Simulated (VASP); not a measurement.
Runs of VASP 6.6.1 on Hf. The structure is that of space group Cmcm (No. 63), or close to it. The cells are those of the table. 

```csv
cell,k mesh,gap on the mesh (eV),pressure (GPa),largest force (eV/Å)
"a = 5.339, b = 5.339, c = 3.114 Å, angles 90.0, 90.0, 146.5°, 2 atoms",12 × 12 × 8,none,-0.4,0.05
"a = 5.339, b = 5.339, c = 3.114 Å, angles 90.0, 90.0, 146.5°, 2 atoms",12 × 12 × 11,none,(a),0.05
"a = 5.545, b = 5.545, c = 3.234 Å, angles 90.0, 90.0, 146.5°, 2 atoms",12 × 12 × 11,none,-9.0,(b)
"a = 5.410, b = 5.410, c = 3.155 Å, angles 90.0, 90.0, 146.5°, 2 atoms",12 × 12 × 11,none,-3.9,(c)
"a = 5.478, b = 5.478, c = 3.195 Å, angles 90.0, 90.0, 146.5°, 2 atoms",12 × 12 × 11,none,-6.7,0.45
```

Alike in all rows: task single point; level RPBE; potentials or basis VASP PAW PBE potentials, release 64 (Hf_pv); no spin polarisation; cutoff (eV) 520; smearing fermi-dirac 0.1 eV.

Problem. Estimate the missing entries.

Solution. (a) -0.5; (b) 0.60; (c) 0.27.

Caveats: the PAW data sets were made with another functional, which shifts forces and pressure a little; spin-orbit coupling is left out, which moves the levels of the heavy elements.

A k mesh can miss the band edges, and the runs leave out spin-orbit coupling on Hf.

A gap of «none» marks levels without a gap at the run's occupations.
